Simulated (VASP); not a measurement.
# ZrHCl4 (F-43m) in VASP: single point with PBE

Aim: the single point of ZrHCl4 with PBE.

Program: VASP 6.6.1. These are calculated values, not measurements. Logs are shortened: lines on timing, memory, paths and dates and some standing lists are left out, and cuts for length are marked.

### Step 1. The cell of the first run

It takes space group F-43m (No. 216, cubic). Conventional cell: a = 8.159 Å, b = 8.159 Å, c = 8.159 Å, α = 90.00°, β = 90.00°, γ = 90.00°. Within 4.5 Å of Zr (site symmetry -43m) lie 12 Cl at 3.39 Å and 4 H at 3.53 Å. H (site symmetry -43m) has 12 Cl at 3.38 Å and 4 Zr at 3.53 Å within 4.4 Å. Cl (site symmetry 3m) has 6 Cl at 2.85 to 2.92 Å and 3 H at 3.38 Å and 3 Zr at 3.39 Å within 3.7 Å.

The cell was built from a structure type or drawn by symmetry, and may not be a known phase.

### Step 2. Single point, PBE

INCAR

```
  PREC = Accurate
  ENCUT = 520
  EDIFF = 1E-6
  ISMEAR = 0
  SIGMA = 0.1
  LREAL = False
  LASPH = True
  NELM = 100
  ALGO = Normal
  ISIF = 2
  LWAVE = False
  LCHARG = False
  GGA = PE
  NBANDS = 30
```

KPOINTS

```
regular mesh
0
Gamma
  4 4 4
```

POSCAR

```
ZrHCl4
1.0
    0.0000000000      4.0796382700      4.0796382700
    4.0796382700      0.0000000000      4.0796382700
    4.0796382700      4.0796382700      0.0000000000
Zr H Cl
1 1 4
Direct
    0.5000000000      0.5000000000      0.5000000000
    0.7500000000      0.7500000000      0.7500000000
    0.6301557600      0.1232814100      0.1232814100
    0.1232814100      0.1232814100      0.1232814100
    0.1232814100      0.6301557600      0.1232814100
    0.1232814100      0.1232814100      0.6301557600
```

Potentials or basis: VASP PAW PBE potentials, release 64 (Zr_sv, H, Cl).

On the command line:

```console
$ cat potpaw_PBE.64/Zr_sv/POTCAR potpaw_PBE.64/H/POTCAR potpaw_PBE.64/Cl/POTCAR > POTCAR
$ mpirun -np 1 vasp_std > vasp.out
```

OUTCAR:

```text
PREC = Accurate
   ENCUT = 520
   EDIFF = 1E-6
   ISMEAR = 0
   LREAL = False
   LASPH = True
   NELM = 100
   ISIF = 2
   GGA = PE

 ion  position               nearest neighbor table
   1  0.500  0.500  0.500-
   2  0.750  0.750  0.750-
   3  0.630  0.123  0.123-
   4  0.123  0.123  0.123-
   5  0.123  0.630  0.123-
   6  0.123  0.123  0.630-

  LATTYP: Found a face centered cubic cell.
 ALAT       =     8.1592765400

  Lattice vectors:

 A1 = (   0.0000000000,   4.0796382700,   4.0796382700)
 A2 = (   4.0796382700,   0.0000000000,   4.0796382700)
 A3 = (   4.0796382700,   4.0796382700,   0.0000000000)

Analysis of symmetry for initial positions (statically):
=====================================================================
 Subroutine PRICEL returns:
 Original cell was already a primitive cell.

 Routine SETGRP: Setting up the symmetry group for a
 face centered cubic supercell.

 Subroutine GETGRP returns: Found 24 space group operations
 (whereof 24 operations were pure point group operations)
 out of a pool of 48 trial point group operations.

The static configuration has the point symmetry T_d .

Analysis of symmetry for dynamics (positions and initial velocities):
=====================================================================
 Subroutine PRICEL returns:
 Original cell was already a primitive cell.

 Routine SETGRP: Setting up the symmetry group for a
 face centered cubic supercell.

 Subroutine GETGRP returns: Found 24 space group operations
 (whereof 24 operations were pure point group operations)
 out of a pool of 48 trial point group operations.

The dynamic configuration has the point symmetry T_d .

 Subroutine INISYM returns: Found 24 space group operations
 (whereof 24 operations are pure point group operations),
 and found     1 'primitive' translations

----------------------------------------------------------------------------------------

                                     Primitive cell

  volume of cell :     135.7985

  direct lattice vectors                    reciprocal lattice vectors
     0.000000000  4.079638270  4.079638270    -0.122559886  0.122559886  0.122559886
     4.079638270  0.000000000  4.079638270     0.122559886 -0.122559886  0.122559886
     4.079638270  4.079638270  0.000000000     0.122559886  0.122559886 -0.122559886

  length of vectors
     5.769479771  5.769479771  5.769479771     0.212279949  0.212279949  0.212279949

  position of ions in fractional coordinates (direct lattice)
     0.500000000  0.500000000  0.500000000
     0.750000000  0.750000000  0.750000000
     0.630155760  0.123281410  0.123281410
     0.123281410  0.123281410  0.123281410
     0.123281410  0.630155760  0.123281410
     0.123281410  0.123281410  0.630155760

  ion indices of the primitive-cell ions
   primitive index   ion index
                 1           1
                 2           2
                 3           3
                 4           4
                 5           5
                 6           6

----------------------------------------------------------------------------------------

 KPOINTS: regular mesh

Automatic generation of k-mesh.
 Grid dimensions read from file:
 generate k-points for:    4    4    4

 Generating k-lattice:

  Cartesian coordinates                     Fractional coordinates (reciprocal lattice)
    -0.030639971  0.030639971  0.030639971     0.250000000  0.000000000  0.000000000
     0.030639971 -0.030639971  0.030639971     0.000000000  0.250000000  0.000000000
     0.030639971  0.030639971 -0.030639971     0.000000000  0.000000000  0.250000000

  Length of vectors
     0.053069987  0.053069987  0.053069987

  Shift w.r.t. Gamma in fractional coordinates (k-lattice)
     0.000000000  0.000000000  0.000000000

 Subroutine IBZKPT returns following result:
 ===========================================

 Found      8 irreducible k-points:

 Following reciprocal coordinates:
            Coordinates               Weight
  0.000000  0.000000  0.000000      1.000000
  0.250000  0.000000  0.000000      8.000000
  0.500000  0.000000  0.000000      4.000000
  0.250000  0.250000  0.000000      6.000000
  0.500000  0.250000  0.000000     24.000000
 -0.250000  0.250000  0.000000     12.000000
  0.500000  0.500000  0.000000      3.000000
 -0.250000  0.500000  0.250000      6.000000
   k-points           NKPTS =      8   k-points in BZ     NKDIM =      8   number of bands    NBANDS=     30
   number of dos      NEDOS =    301   number of ions     NIONS =      6
   total plane-waves  NPLWV = 110592
   dimension x,y,z NGX =    48 NGY =   48 NGZ =   48
   dimension x,y,z NGXF=    96 NGYF=   96 NGZF=   96
   ions per type =               1   1   4
   NGX,Y,Z   is equivalent  to a cutoff of  13.83, 13.83, 13.83 a.u.
   NGXF,Y,Z  is equivalent  to a cutoff of  27.66, 27.66, 27.66 a.u.
 SYSTEM =  unknown system
   PREC   = accura    normal or accurate (medium, high low for compatibility)
   ISTART =      0    job   : 0-new  1-cont  2-samecut
   ICHARG =      2    charge: 1-file 2-atom 10-const
   ISPIN  =      1    spin polarized calculation?
   LNONCOLLINEAR =      F non collinear calculations
   LSORBIT =      F    spin-orbit coupling
   LASPH  =      T    aspherical Exc in radial PAW
   ENCUT  =  520.0 eV  38.22 Ry    6.18 a.u.  10.73 10.73 10.73*2*pi/ulx,y,z
   NELM   =    100;   NELMIN=  2; NELMDL= -5     # of ELM steps
   EDIFF  = 0.1E-05   stopping-criterion for ELM
   LREAL  =      F    real-space projection
   EDIFFG = 0.1E-04   stopping-criterion for IOM
   NSW    =      0    number of steps for IOM
   IBRION =     -1    ionic relax: 0-MD 1-quasi-New 2-CG
   NFREE  =      0    steps in history (QN), initial steepest desc. (CG)
   ISIF   =      2    stress and relaxation
   ISYM   =      2    0-nonsym 1-usesym 2-fastsym
   POTIM  = 0.5000    time-step for ionic-motion
   TEBEG  =    0.0;   TEEND  =   0.0 temperature during run
   PSTRESS=    0.0 pullay stress
   NELECT =      41.0000    total number of electrons
   NUPDOWN=      -1.0000    fix difference up-down
   EMIN   =  10.00;   EMAX   =-10.00  energy-range for DOS
   EFERMI =   0.00;   METHOD = LEGACY
   ISMEAR =     0;   SIGMA  =   0.10  broadening in eV -4-tet -1-fermi 0-gaus
   EFERMI_NEDOS =   21; number of points for ismear=-14 and -15
   IALGO  =     38    algorithm
   IMIX   =      4    mixing-type and parameters
     AMIX     =   0.40;   BMIX     =  1.00
     AMIX_MAG =   1.60;   BMIX_MAG =  1.00
  volume/ion in A,a.u.               =      22.63       152.74
  Fermi-wavevector in a.u.,A,eV,Ry     =   1.098258  2.075407 16.410954  1.206171
  Thomas-Fermi vector in A             =   2.234633
   LORBIT       =      0    0 simple, 1 ext, 2 COOP (PROOUT), +10 PAW based schemes
   GGA     = PE    functional components
   LHFCALC =     F    Hartree Fock is set to
   AEXX    =    0.0000 exact exchange contribution
   IVDW    =     0    specifies the selected vdW correction
   LEPSILON=     F    determine dielectric tensor
   LRPA    =     F    only Hartree local field effects (RPA)
 non-spin polarized calculation
 Gauss-broadening in eV      SIGMA  =   0.10
  energy-cutoff  :      520.00
  volume of cell :      135.80
 maximum number of plane-waves:      3695
 NGX is ok and might be reduce to    48
   NGX = 21   NGY = 21   NGZ = 21

 number of electron      40.9999999 magnetization

 Free energy of the ion-electron system (eV)
  ---------------------------------------------------
  ext. energy  EPLUGINS =         0.00000000
  ---------------------------------------------------
  free energy    TOTEN  =       -15.38939505 eV

  energy without entropy =      -15.35878487  energy(sigma->0) =      -15.37408996

 E-fermi :   2.8150     XC(G=0):  -8.9362

 val. band max:        2.7270715661   @ k =   0.5000   0.0000   0.0000
 cond. band min:       2.8841256651   @ k =   0.2500   0.2500   0.0000
 fundamental gap:      0.1570540991
 Fermi energy:         2.8150275795

 k-point     1 :       0.0000    0.0000    0.0000
  band No.  band energies     occupation
      1     -48.9179      2.00000
      2     -26.7562      2.00000
      3     -26.7562      2.00000
      4     -26.7562      2.00000
      5     -13.0833      2.00000
      6     -11.1107      2.00000
[... 22 lines left out ...]
     29       7.7140      0.00000
     30       7.7140      0.00000

 k-point     2 :       0.2500    0.0000    0.0000
  band No.  band energies     occupation
      1     -48.9179      2.00000
      2     -26.7566      2.00000
      3     -26.7562      2.00000
      4     -26.7562      2.00000
      5     -12.9157      2.00000
      6     -11.3954      2.00000
[... 22 lines left out ...]
     29       8.4116      0.00000
     30       8.6294      0.00000

 k-point     3 :       0.5000    0.0000    0.0000
  band No.  band energies     occupation
      1     -48.9179      2.00000
      2     -26.7570      2.00000
      3     -26.7563      2.00000
      4     -26.7563      2.00000
      5     -12.6648      2.00000
      6     -11.7556      2.00000
[... 22 lines left out ...]
     29       9.4034      0.00000
     30       9.4034      0.00000

 k-point     4 :       0.2500    0.2500    0.0000
  band No.  band energies     occupation
      1     -48.9179      2.00000
      2     -26.7565      2.00000
      3     -26.7563      2.00000
      4     -26.7563      2.00000
      5     -12.8506      2.00000
      6     -11.4864      2.00000
[... 22 lines left out ...]
     29       8.4106      0.00000
     30       9.2099      0.00000

 k-point     5 :       0.5000    0.2500    0.0000
  band No.  band energies     occupation
      1     -48.9179      2.00000
      2     -26.7569      2.00000
      3     -26.7565      2.00000
      4     -26.7564      2.00000
      5     -12.5505      2.00000
      6     -11.8838      2.00000
[... 22 lines left out ...]
     29       9.3449      0.00000
     30       9.8747      0.00000

 k-point     6 :      -0.2500    0.2500    0.0000
  band No.  band energies     occupation
      1     -48.9179      2.00000
      2     -26.7568      2.00000
      3     -26.7565      2.00000
      4     -26.7563      2.00000
      5     -12.6744      2.00000
      6     -11.7295      2.00000
[... 22 lines left out ...]
     29       9.3039      0.00000
     30       9.5946      0.00000

 k-point     7 :       0.5000    0.5000    0.0000
  band No.  band energies     occupation
      1     -48.9179      2.00000
      2     -26.7569      2.00000
      3     -26.7565      2.00000
      4     -26.7565      2.00000
      5     -12.3017      2.00000
      6     -12.1631      2.00000
[... 22 lines left out ...]
     29       9.3721      0.00000
     30       9.5134      0.00000

 k-point     8 :      -0.2500    0.5000    0.2500
  band No.  band energies     occupation
      1     -48.9179      2.00000
      2     -26.7568      2.00000
      3     -26.7566      2.00000
      4     -26.7565      2.00000
      5     -12.2961      2.00000
      6     -12.1624      2.00000
[... 22 lines left out ...]
     29       9.1005      0.00000
     30      10.3172      0.00000

------------------------ aborting loop because EDIFF is reached ----------------------------------------

  FORCE on cell =-STRESS in cart. coord.  units (eV):
  Direction    XX          YY          ZZ          XY          YZ          ZX
  --------------------------------------------------------------------------------------
  -------------------------------------------------------------------------------------
  Total       -3.7564468     -3.7564468     -3.7564468      0.0000000      0.0000000      0.0000000
  in kB      -44.3192970    -44.3192970    -44.3192970      0.0000000      0.0000000      0.0000000
  external PRESSURE =     -44.3192970 kB  Pullay stress =       0.0000000 kB

 VOLUME and BASIS-vectors are now :
 -----------------------------------------------------------------------------
  energy-cutoff  :      520.00
  volume of cell :      135.80
      direct lattice vectors                 reciprocal lattice vectors
     0.000000000  4.079638270  4.079638270    -0.122559886  0.122559886  0.122559886
     4.079638270  0.000000000  4.079638270     0.122559886 -0.122559886  0.122559886
     4.079638270  4.079638270  0.000000000     0.122559886  0.122559886 -0.122559886

 POSITION                                       TOTAL-FORCE (eV/Angst)
 -----------------------------------------------------------------------------------
      4.07964      4.07964      4.07964        -0.000000      0.000000      0.000000
      6.11946      6.11946      6.11946        -0.000000      0.000000      0.000000
      1.00589      3.07375      3.07375         0.231145     -0.231145     -0.231145
      1.00589      1.00589      1.00589         0.231145      0.231145      0.231145
      3.07375      1.00589      3.07375        -0.231145      0.231145     -0.231145
      3.07375      3.07375      1.00589        -0.231145     -0.231145      0.231145
 -----------------------------------------------------------------------------------
    total drift:                                0.000079      0.000079      0.000079

  FREE ENERGIE OF THE ION-ELECTRON SYSTEM (eV)
  ---------------------------------------------------
  free  energy   TOTEN  =       -15.3893950527 eV

  energy  without entropy=      -15.3587848725  energy(sigma->0) =      -15.37408996
```

Wall time 2.2 min (1 thread of Intel Xeon 8259CL, shared host); peak memory 0.32 GiB.

What came out:

```
Free energy            : -15.3894 eV
Pressure               : -4.4 GPa
Largest force          : 0.400 eV/Å
Band gap on the k mesh : zero (an odd number of electrons rules out a gap without spin polarisation)
```

Forces on the atoms (eV/Å):
```
Zr   0.000  0.000  0.000
H    0.000  0.000  0.000
Cl   0.231 -0.231 -0.231
Cl   0.231  0.231  0.231
Cl  -0.231  0.231 -0.231
Cl  -0.231 -0.231  0.231
```

Caveat: the cell stands under tension; an odd number of electrons without spin polarisation forces a metal; a magnetic or distorted state may lie lower.
